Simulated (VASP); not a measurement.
Here is a VASP 6.6.1 calculation.

Contents of INCAR:

```
ALGO = Normal
EDIFF = 1E-6
ENCUT = 520
GGA = CA
ISIF = 2
ISMEAR = 1
LASPH = T
LCHARG = F
LREAL = F
LWAVE = F
NBANDS = 10
NELM = 60
PREC = Accurate
SIGMA = 0.1
```

KPOINTS

```
k-points
0
Gamma
  13 13 13
```

File POSCAR:

```
Os
1.0
    0.0000000000      1.9831469396      1.9831469396
    1.9831469396      0.0000000000      1.9831469396
    1.9831469396      1.9831469396      0.0000000000
Os
1
Direct
    0.0000000000      0.0000000000      0.0000000000
```

Potentials or basis: VASP PAW LDA potentials, release 64 (Os).

Run with:

```bash
$ cat potpaw_LDA.64/Os/POTCAR > POTCAR
$ mpirun -np 1 vasp_std > vasp.out
```

(1) What does it give for the pressure?

(2) Estimate the band gap on the k mesh.

Results:

(1) -40.8 GPa.

(2) zero (band 4 reaches 9.64 eV, above the bottom of band 5 at 6.64 eV).

Caveat: spin-orbit coupling is left out, which moves the levels of the heavy elements.
